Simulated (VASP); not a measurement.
Wanted: the native input for a VASP 6.6.1 run.

- Task: single point
- Functional: PBEsol
- Potentials or basis: VASP PAW PBE potentials, release 64 (Cd_sv_GW)
- Cutoff: 630 eV
- k mesh: 18 × 18 × 8
- Occupations: gaussian, width 0.15 eV
- Spin: no spin polarisation
- Dipole correction: no
- Further INCAR settings: ALGO = Normal; EDIFF = 1e-06; NBANDS = 27

The structure of Cd lies in POSCAR:

```
Cd
1.0
    2.9192950579      0.0000000000      0.0000000000
   -1.4596475289      2.5281836813      0.0000000000
    0.0000000000      0.0000000000      5.6176500000
Cd
2
Direct
    0.3333333333      0.6666666667      0.2500000000
    0.6666666667      0.3333333333      0.7500000000
```

This cell differs from its parent crystal: strain -0.0200 x Voigt [1, 1, 0, 0, 0, 0].

One way to write it, as run:

INCAR

```
SYSTEM = Cd
ALGO = Normal
EDIFF = 1E-6
ENCUT = 630
GGA = PS
GGA_COMPAT = .FALSE.
ISIF = 2
ISMEAR = 0
LASPH = .TRUE.
LCHARG = .FALSE.
LREAL = .FALSE.
LWAVE = .FALSE.
NBANDS = 27
NELM = 120
PREC = Accurate
SIGMA = 0.15
```

KPOINTS

```
k-points
0
G
  18 18 8
  0 0 0
```

Potentials or basis: VASP PAW PBE potentials, release 64 (Cd_sv_GW).

The run is started by

```sh
$ cat potpaw_PBE.64/Cd_sv_GW/POTCAR > POTCAR
$ mpirun -np 1 vasp_std > vasp.out
```

Results of the run:

```
Pressure               : 1.0 GPa
Band gap on the k mesh : zero (bands 20 and 21 overlap by 4.89 eV)
```

Caveat: the cell differs from its parent crystal (strain -0.0200 x Voigt [1, 1, 0, 0, 0, 0]); the PAW data sets were made with another functional, which shifts forces and pressure a little.

Run time: 74 s on 1 thread of Intel(R) Xeon(R) 6975P-C (Granite Rapids), on a shared host, peak memory 0.37 GiB.
